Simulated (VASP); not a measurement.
A run of VASP 6.6.1:

Contents of INCAR:

```
PREC     = Accurate       # precision mode
ENCUT    = 600            # plane-wave cutoff, eV
EDIFF    = 1E-7           # SCF threshold, eV
ISMEAR   = -1             # smearing method
SIGMA    = 0.08           # smearing width, eV
LREAL    = F              # projectors in reciprocal space
LASPH    = T              # aspherical terms in the spheres
NELM     = 60             # most SCF steps
ALGO     = Normal         # electronic algorithm
ISIF     = 4              # what is computed and relaxed
LWAVE    = F              # write WAVECAR
LCHARG   = F              # write CHGCAR
GGA      = PE             # functional
IBRION   = 2              # ionic algorithm
NSW      = 50             # ionic steps
EDIFFG   = -0.005         # ionic threshold
```

Contents of KPOINTS:

```
Automatic mesh
0
Gamma
  13 13 12
```

Contents of POSCAR:

```
Lu
1.0
    3.0057729025      0.0000000000      0.0000000000
   -1.5028864512      2.6030756915      0.0000000000
    0.0000000000      0.0000000000      2.9724237797
Lu
1
Direct
    0.0000000000      0.0000000000      0.0000000000
```

Potentials or basis: VASP PAW PBE potentials, release 64 (Lu).

Launch:

```sh
$ cat potpaw_PBE.64/Lu/POTCAR > POTCAR
$ mpirun -np 1 vasp_std > vasp.out
```

Hardware: 1 thread of Intel(R) Xeon(R) Platinum 8259CL CPU @ 2.50GHz (Skylake/Cascade Lake), on a shared host.

Task: Estimate the wall time of this run.

Result: Wall time 86 s on 1 thread of Intel(R) Xeon(R) Platinum 8259CL CPU @ 2.50GHz (Skylake/Cascade Lake), with other jobs on the host, peak memory 0.2 GiB. Counts: scf iterations 30, k points 147, ion steps 3.
